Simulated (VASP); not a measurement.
# Mn (P6_3/mmc) in VASP: further runs, part 2 of 2

VASP 6.6.1.

**4. Single point, LDA (volume scaled by 1.04)**

File INCAR:

```
PREC = Accurate
ENCUT = 520
EDIFF = 1E-6
ISMEAR = -1
SIGMA = 0.1
LREAL = False
LASPH = True
NELM = 80
ALGO = Normal
ISIF = 2
LWAVE = False
LCHARG = False
NBANDS = 20
```

File KPOINTS:

```
Automatic mesh
0
Gamma
  17 17 9
```

File POSCAR:

```
Mn
1.0
    2.4645897275      0.0000000000      0.0000000000
   -1.2322948637      2.1343973139      0.0000000000
    0.0000000000      0.0000000000      3.9742618772
Mn
2
Direct
    0.3333333333      0.6666666667      0.2500000000
    0.6666666667      0.3333333333      0.7500000000
```

Potentials or basis: VASP PAW LDA potentials, release 64 (Mn_pv).

Launch:

```bash
> cat potpaw_LDA.64/Mn_pv/POTCAR > POTCAR
> mpirun -np 1 vasp_std > vasp.out
```

OUTCAR:

```text
PREC = Accurate
   ENCUT = 520
   EDIFF = 1E-6
   ISMEAR = -1
   LREAL = False
   LASPH = True
   NELM = 80
   ISIF = 2

 ion  position               nearest neighbor table
   1  0.333  0.667  0.250-   2 2.44   2 2.44   2 2.44   2 2.44   2 2.44   2 2.44
   2  0.667  0.333  0.750-   1 2.44   1 2.44   1 2.44   1 2.44   1 2.44   1 2.44

  LATTYP: Found a hexagonal cell.
 ALAT       =     2.4645897275
 C/A-ratio  =     1.6125450142

  Lattice vectors:

 A1 = (   2.4645897275,   0.0000000000,   0.0000000000)
 A2 = (  -1.2322948637,   2.1343973139,   0.0000000000)
 A3 = (   0.0000000000,   0.0000000000,   3.9742618772)

Analysis of symmetry for initial positions (statically):
=====================================================================
 Subroutine PRICEL returns:
 Original cell was already a primitive cell.

 Routine SETGRP: Setting up the symmetry group for a
 hexagonal supercell.

 Subroutine GETGRP returns: Found 24 space group operations
 (whereof 12 operations were pure point group operations)
 out of a pool of 24 trial point group operations.

The static configuration has the point symmetry D_3d.
 The point group associated with its full space group is D_6h.

Analysis of symmetry for dynamics (positions and initial velocities):
=====================================================================
 Subroutine PRICEL returns:
 Original cell was already a primitive cell.

 Routine SETGRP: Setting up the symmetry group for a
 hexagonal supercell.

 Subroutine GETGRP returns: Found 24 space group operations
 (whereof 12 operations were pure point group operations)
 out of a pool of 24 trial point group operations.

The dynamic configuration has the point symmetry D_3d.
 The point group associated with its full space group is D_6h.

 Subroutine INISYM returns: Found 24 space group operations
[... 103 lines left out ...]
   ISIF   =      2    stress and relaxation
   ISYM   =      2    0-nonsym 1-usesym 2-fastsym
   POTIM  = 0.5000    time-step for ionic-motion
   TEBEG  =    0.0;   TEEND  =   0.0 temperature during run
   PSTRESS=    0.0 pullay stress
   NELECT =      26.0000    total number of electrons
   NUPDOWN=      -1.0000    fix difference up-down
   EMIN   =  10.00;   EMAX   =-10.00  energy-range for DOS
   EFERMI =   0.00;   METHOD = LEGACY
   ISMEAR =    -1;   SIGMA  =   0.10  broadening in eV -4-tet -1-fermi 0-gaus
   EFERMI_NEDOS =   21; number of points for ismear=-14 and -15
   IALGO  =     38    algorithm
   IMIX   =      4    mixing-type and parameters
     AMIX     =   0.40;   BMIX     =  1.00
     AMIX_MAG =   1.60;   BMIX_MAG =  1.00
  volume/ion in A,a.u.               =      10.45        70.54
  Fermi-wavevector in a.u.,A,eV,Ry     =   1.760518  3.326897 42.170222  3.099424
  Thomas-Fermi vector in A             =   2.829268
   LORBIT       =      0    0 simple, 1 ext, 2 COOP (PROOUT), +10 PAW based schemes
   GGA     = CA    functional components
   LHFCALC =     F    Hartree Fock is set to
   AEXX    =    0.0000 exact exchange contribution
   IVDW    =     0    specifies the selected vdW correction
   LEPSILON=     F    determine dielectric tensor
   LRPA    =     F    only Hartree local field effects (RPA)
 non-spin polarized calculation
  energy-cutoff  :      520.00
  volume of cell :       20.91
 maximum number of plane-waves:       580
   NGX =  9   NGY =  9   NGZ = 15

 number of electron      26.0000022 magnetization

 Free energy of the ion-electron system (eV)
  ---------------------------------------------------
  ext. energy  EPLUGINS =         0.00000000
  ---------------------------------------------------
  free energy    TOTEN  =       -20.31656517 eV

  energy without entropy =      -20.22547159  energy(sigma->0) =      -20.27101838

 E-fermi :  10.5655     XC(G=0): -14.5383

 val. band max:       10.5526100678   @ k =   0.1176  -0.0000   0.1111
 cond. band min:      10.5705897497   @ k =   0.1765   0.0588   0.1111
 fundamental gap:      0.0179796819
 Fermi energy:        10.5655118867

 k-point     1 :       0.0000    0.0000    0.0000
  band No.  band energies     occupation
      1     -37.3437      2.00000
      2     -36.6040      2.00000
      3     -36.6040      2.00000
      4     -36.4846      2.00000
      5     -36.4846      2.00000
      6     -36.4621      2.00000
[... 541 lines left out ...]
     19      20.5157      0.00000
     20      24.8873      0.00000

 [... further k-points ...]
[... 5 lines left out ...]
  --------------------------------------------------------------------------------------
  -------------------------------------------------------------------------------------
  Total       -1.4972534     -1.4972534     -1.5288847     -0.0000000      0.0000000     -0.0000000
  in kB     -114.7438711   -114.7438710   -117.1679800     -0.0000000      0.0000000     -0.0000000
  external PRESSURE =    -115.5519074 kB  Pullay stress =       0.0000000 kB

 VOLUME and BASIS-vectors are now :
 -----------------------------------------------------------------------------
  energy-cutoff  :      520.00
  volume of cell :       20.91
      direct lattice vectors                 reciprocal lattice vectors
     2.464589727  0.000000000  0.000000000     0.405747045  0.234258166  0.000000000
    -1.232294864  2.134397314  0.000000000     0.000000000  0.468516332  0.000000000
     0.000000000  0.000000000  3.974261877     0.000000000  0.000000000  0.251619051

 POSITION                                       TOTAL-FORCE (eV/Angst)
 -----------------------------------------------------------------------------------
     -0.00000      1.42293      0.99357         0.000000      0.000000      0.000000
      1.23229      0.71147      2.98070        -0.000000      0.000000      0.000000
 -----------------------------------------------------------------------------------
    total drift:                               -0.000000      0.000000     -0.000000

  FREE ENERGIE OF THE ION-ELECTRON SYSTEM (eV)
  ---------------------------------------------------
  free  energy   TOTEN  =       -20.3165651694 eV

  energy  without entropy=      -20.2254715902  energy(sigma->0) =      -20.27101838
```

OSZICAR:

```text
N       E                     dE             d eps       ncg     rms          rms(c)
DAV:   1     0.244426041047E+03    0.24443E+03   -0.15744E+04  6672   0.185E+03
DAV:   2    -0.142741945932E+02   -0.25870E+03   -0.25053E+03  6632   0.458E+02
DAV:   3    -0.237196952925E+02   -0.94455E+01   -0.93476E+01  7044   0.104E+02
DAV:   4    -0.238148133751E+02   -0.95118E-01   -0.95108E-01  7180   0.103E+01
DAV:   5    -0.238167073397E+02   -0.18940E-02   -0.18939E-02  7152   0.148E+00    0.196E+01
DAV:   6    -0.204810913150E+02    0.33356E+01   -0.16610E+01  6884   0.539E+01    0.301E+00
DAV:   7    -0.203458643761E+02    0.13523E+00   -0.68641E-01  6988   0.112E+01    0.988E-01
DAV:   8    -0.203207450325E+02    0.25119E-01   -0.61856E-03  7348   0.101E+00    0.395E-01
DAV:   9    -0.203165325125E+02    0.42125E-02   -0.22665E-03  7044   0.629E-01    0.356E-02
DAV:  10    -0.203165608255E+02   -0.28313E-04   -0.76209E-05  7016   0.936E-02    0.123E-02
DAV:  11    -0.203165651355E+02   -0.43100E-05   -0.10704E-06  5084   0.106E-02    0.259E-03
DAV:  12    -0.203165651694E+02   -0.33844E-07   -0.32663E-07  3488   0.740E-03
   1 F= -.20316565E+02 E0= -.20271018E+02  d E =-.910936E-01
```

stdout:

```text
POSCAR found type information on POSCAR Mn
 POSCAR found :  1 types and       2 ions
 scaLAPACK will be used
 LDA part: xc-table for (Slater(with rela. corr.)+CA(PZ))
 , standard interpolation
 POSCAR, INCAR and KPOINTS ok, starting setup
 FFT: planning ... GRIDC
 FFT: planning ... GRID_SOFT
 FFT: planning ... GRID
 WAVECAR not read
 entering main loop
```

Run time: 27 s. Hardware: 1 thread of AMD EPYC 9R45 (Zen 5), shared host; peak memory 0.13 GiB.

Results:

| Property | Result |
| --- | --- |
| Free energy | -20.3166 eV |
| Pressure | -11.6 GPa |
| Band gap on the k mesh | zero (band 13 reaches 11.57 eV, above the bottom of band 14 at 9.53 eV) |

Levels at points of the mesh, in eV from the Fermi level:
```tsv
k point	band 11	band 12	band 13	band 14	band 15	band 16
(0.00, 0.00, 0.00)	-0.99	-0.51	-0.51	0.02	0.02	0.91
```

Caveat: the run has no spin polarisation, though such a crystal can be magnetic.

**5. Single point, LDA (volume scaled by 1.08)**

File INCAR:

```
PREC = Accurate ; ENCUT = 520
EDIFF = 1E-6 ; ISMEAR = -1
SIGMA = 0.1 ; LREAL = False
LASPH = True ; NELM = 80
ALGO = Normal ; ISIF = 2
LWAVE = False ; LCHARG = False
GGA = CA ; NBANDS = 20
```

KPOINTS is that of step 4.

File POSCAR:

```
Mn
1.0
    2.4957903780      0.0000000000      0.0000000000
   -1.2478951890      2.1614178699      0.0000000000
    0.0000000000      0.0000000000      4.0245743307
Mn
2
Direct
    0.3333333333      0.6666666667      0.2500000000
    0.6666666667      0.3333333333      0.7500000000
```

Launch:

```bash
> cat potpaw_LDA.64/Mn_pv/POTCAR > POTCAR
> mpirun -np 1 vasp_std > vasp.out
```

Run time: 31 s. Hardware: 1 thread of AMD EPYC 9R45 (Zen 5), shared host; peak memory 0.13 GiB.

The run converged. Its results:

* Free energy: -20.2342 eV
* Pressure: -21.2 GPa
* Band gap on the k mesh: zero (band 13 reaches 10.98 eV, above the bottom of band 14 at 9.05 eV)

Stress tensor (GPa, compression positive):
```
-21.08   0.00   0.00
  0.00 -21.08   0.00
  0.00   0.00 -21.44
```

Levels at points of the mesh, in eV from the Fermi level:
| k point | band 10 | band 11 | band 12 | band 13 | band 14 | band 15 | band 16 | band 17 |
| --- | --- | --- | --- | --- | --- | --- | --- | --- |
| (0.00, 0.00, 0.00) | -0.95 | -0.94 | -0.48 | -0.48 | 0.02 | 0.02 | 0.85 | 1.59 |

Caveat: the run has no spin polarisation, though such a crystal can be magnetic. Spin polarisation is off, so any magnetic state and its effect on volume and gap are missing.

**6. The runs side by side**

```csv
cell,gap on the mesh (eV),pressure (GPa)
"a = 2.400, b = 2.400, c = 3.870 Å, angles 90.0, 90.0, 120.0°, 2 atoms",none,15.4
"a = 2.433, b = 2.433, c = 3.923 Å, angles 90.0, 90.0, 120.0°, 2 atoms",none,0.5
"a = 2.465, b = 2.465, c = 3.974 Å, angles 90.0, 90.0, 120.0°, 2 atoms",none,-11.6
"a = 2.496, b = 2.496, c = 4.025 Å, angles 90.0, 90.0, 120.0°, 2 atoms",none,-21.2
```

Alike in all rows: task single point; level LDA; potentials or basis VASP PAW LDA potentials, release 64 (Mn_pv); no spin polarisation; k mesh 17 × 17 × 9; cutoff (eV) 520; smearing fermi-dirac 0.1 eV.

Caveats: the run has no spin polarisation, though such a crystal can be magnetic.

Total energies depend on the potentials used, so only differences within one code and one set of settings carry meaning.
